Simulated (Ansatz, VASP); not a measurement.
One calculation of Mg, two programs

POSCAR

```
Mg
1.0
    3.1800000000      0.0000000000      0.0000000000
   -1.5900000000      2.7539608000      0.0000000000
    0.0000000000      0.0000000000      5.1600000000
Mg
2
Direct
    0.3333333000      0.6666667000      0.2500000000
    0.6666667000      0.3333333000      0.7500000000
```

Contents of INCAR.step1:

```
ALGO = Normal ; EDIFF = 1E-4
ENCUT = 600 ; GGA = PE
ISMEAR = 0 ; LASPH = True
LCHARG = False ; LREAL = False
LWAVE = True ; NELM = 100
PREC = Accurate ; SIGMA = 0.1
```

File INCAR.step2:

```
ALGO = Normal ; BPARAM = 11.95
CPARAM = 0.0093 ; EDIFF = 1E-6
EDIFFG = -0.002 ; ENCUT = 600
IBRION = 2 ; ISIF = 3
ISMEAR = 0 ; ISTART = 1
IVDW_NL = 2 ; LASPH = True
LCHARG = False ; LMIXTAU = True
LREAL = False ; LUSE_VDW = True
LWAVE = False ; METAGGA = R2SCAN
NELM = 100 ; NSW = 100
PREC = Accurate ; SIGMA = 0.1
```

File KPOINTS:

```
k-points
0
Gamma
  15 15 8
```

Input for Ansatz:

```yaml
crystal:
  lattice:
    - [3.18, 0.0, 0.0]
    - [-1.59, 2.7539608, 0.0]
    - [0.0, 0.0, 5.16]
  atoms:
    - { symbol: Mg, position: [0.3333333, 0.6666667, 0.25] }
    - { symbol: Mg, position: [0.6666667, 0.3333333, 0.75] }
basis:
  ecutwfc: 500
kpoints:
  mp_grid: { grid: [15, 15, 8] }
hamiltonian:
  xc: r2scan
  dispersion: rvv10
scf:
  occupations: { method: gaussian, width: 0.1 }
output:
  forces: true
  stress: true
  eigenvalues: true
  write_density: true
  write_potential: true
  elf: true
  volumetric_format: npy
relax:
  adjacent_minimum: "off"
  f_tol: 0.002
  max_steps: 80
  cell: { stress_tol: 0.02 }
```

Alike in both runs: task relaxation of cell and atoms; functional r2SCAN; dispersion rVV10; k mesh 15 × 15 × 8; occupations gaussian, width 0.1 eV; no spin polarisation.

|  | VASP | Ansatz |
| --- | --- | --- |
| version | VASP 6.6.1 | Ansatz 0.2.0 |
| potentials or method | VASP PAW PBE potentials, release 64 (Mg), cutoff 600 eV | scalar-relativistic, plane waves, PAW |
| valence electrons in the cell | 4 | 20 |

```csv
,VASP,Ansatz,Ansatz less VASP
"gap on the k mesh at the Fermi level, each at its own relaxed structure (eV)",none,none,-
relaxed volume (Å³/atom),22.30,22.44,+0.144
relaxed length of the cell vector where the two differ most in proportion (Å),5.086,5.098,+0.0116
```

VASP's potentials were made for PBE, not for r2SCAN. A gap of «none» marks a metal or a gap that the smearing closes. VASP's potentials hold 4 valence electrons a cell and Ansatz's 20, so a difference there can come from the potentials and not from the codes.
